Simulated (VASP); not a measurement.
Input of a VASP 6.6.1 run:

Contents of INCAR:

```
SYSTEM = HCl
PREC = Accurate
ENCUT = 520
EDIFF = 1E-6
ISMEAR = 0
SIGMA = 0.15
LREAL = .FALSE.
LASPH = .TRUE.
NELM = 80
ALGO = Normal
ISIF = 2
LWAVE = .FALSE.
LCHARG = .TRUE.
GGA = PS
LELF = .TRUE.
LVHAR = .TRUE.
NBANDS = 11
```

The input KPOINTS:

```
regular mesh
0
G
  16 16 16
  0 0 0
```

POSCAR

```
HCl
1.0
    1.0703963061      3.3641026762      3.3641026762
    3.3641026762      1.0703963061      3.3641026762
    3.3641026762      3.3641026762      1.0703963061
H Cl
1 1
Direct
    0.0000000000      0.0000000000      0.0000000000
    0.5000000000      0.5000000000      0.5000000000
```

Potentials or basis: VASP PAW PBE potentials, release 64 (H, Cl).

The run is started by

```console
$ cat potpaw_PBE.64/H/POTCAR potpaw_PBE.64/Cl/POTCAR > POTCAR
$ mpirun -np 1 vasp_std > vasp.out
```

Task: What does it give for the band gap on the k mesh?

Result: Zero (bands 4 and 5 overlap by 0.71 eV).

Task: Predict the pressure.

Result: -7.4 GPa.

Stress tensor (GPa, compression positive):
```
-7.42 -3.40 -3.40
-3.40 -7.42 -3.40
-3.40 -3.40 -7.42
```

Caveat: the cell stands under tension; the PAW data sets were made with another functional, which shifts forces and pressure a little.
